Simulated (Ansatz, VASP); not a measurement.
TiAl3: VASP beside Ansatz

```
Ti Al
1.0
    -1.91111    1.91111    4.28067
     1.91111   -1.91111    4.28067
     1.91111    1.91111   -4.28067
Ti Al
1 3
Direct
  0.00000 0.00000 0.00000
  0.25000 0.75000 0.50000
  0.75000 0.25000 0.50000
  0.50000 0.50000 0.00000
```

Alike in both runs: functional revPBE; k mesh 10 × 10 × 10; occupations fermi-dirac, width 0.05 eV; no spin polarisation.

|  | VASP | Ansatz |
| --- | --- | --- |
| version | VASP 6.6.1 | Ansatz 0.2.0 |
| potentials or method | VASP PAW PBE potentials, release 64 (Ti_sv, Al) | Ansatz PAW |
| plane-wave cutoff (eV) | 520 | 420 |
| valence electrons in the cell | 21 | 21 |
| task | single point | band structure |

```tsv
	VASP	Ansatz	Ansatz less VASP
gap on the k mesh at the Fermi level (eV)	none	none	-
pressure (GPa)	3.8	3.9	+0.13
traceless stress, the component that is largest in VASP (GPa)	-0.24	-0.24	+0.005
```

VASP's potentials were made for PBE, not for revPBE. A gap of «none» marks a metal or a gap that the smearing closes.
